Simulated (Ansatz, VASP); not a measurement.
Fe: VASP beside Ansatz

```
Fe
1.0
     2.42140    0.00000    0.00000
     0.00000    2.42140    0.00000
     0.00000    0.00000    3.68116
Fe
2
Direct
  0.00000 0.00000 0.00000
  0.50000 0.50000 0.50000
```

Alike in both runs: functional PBE; k mesh 12 × 12 × 9; occupations fermi-dirac, width 0.05 eV; collinear spin.

Ansatz relaxed the structure, and its values are those at the end. VASP's run is a single point on that final structure, the one shown.

|  | VASP | Ansatz |
| --- | --- | --- |
| version | VASP 6.6.1 | Ansatz 0.2.0 |
| potentials or method | VASP PAW PBE potentials, release 64 (Fe), cutoff 520 eV | plane waves (420 eV) with PAW, scalar-relativistic |
| valence electrons in the cell | 16 | 32 |

Ansatz gave:

```
pressure (GPa)                                                : 0.0
net moment per atom (μB)                                      : 0.00
size of the moment on the site where the two differ most (μB) : 1.55
```

Task: Which values does VASP return?

Result: Pressure (GPa): -0.4; net moment per atom (μB): 0.00; size of the moment on the site where the two differ most (μB): 1.60.

Site moments also hang on the region over which each program counts them. The functional is the same, so the differences come from potentials, cutoffs and numerics. VASP's potentials hold 16 valence electrons a cell and Ansatz's 32, so a difference there can come from the potentials and not from the codes.
